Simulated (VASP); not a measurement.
Input of a VASP 6.6.1 run:

INCAR

```
ALGO = Normal
EDIFF = 1E-6
ENCUT = 520
GGA = PS
ISIF = 2
ISMEAR = 0
LASPH = T
LCHARG = T
LELF = T
LREAL = F
LVHAR = T
LWAVE = F
NBANDS = 26
NELM = 80
PREC = Accurate
SIGMA = 0.15
```

Contents of KPOINTS:

```
k-points
0
Gamma
  10 10 6
```

File POSCAR:

```
CoSi2
1.0
   -0.0010002756     -2.6551120437     -2.6557630034
   -0.0010678852      2.6560141436     -2.6566651033
    5.3129697943     -0.0000676096      0.0020681608
Co Si
2 4
Direct
    0.4999441880      0.4999439106      0.4999812894
    0.0000434902      0.0000268711     -0.0000095817
    0.0001489366      0.4998933274      0.7500379181
    0.5000985910     -0.0001479814      0.2500900278
   -0.0001416244      0.5001669426      0.2499361831
    0.4999064186      0.0001169297      0.7499641633
```

Potentials or basis: VASP PAW PBE potentials, release 64 (Co, Si).

Launch:

```console
$ cat potpaw_PBE.64/Co/POTCAR potpaw_PBE.64/Si/POTCAR > POTCAR
$ mpirun -np 1 vasp_std > vasp.out
```

(1) What does it give for the pressure?

(2) Predict the largest force.

Results:

(1) 0.1 GPa.

(2) 0.004 eV/Å.

Caveat: the cell differs from its parent crystal (all atoms moved at random, sigma 0.02 Å a component, then relaxed in part); the PAW data sets were made with another functional, which shifts forces and pressure a little.
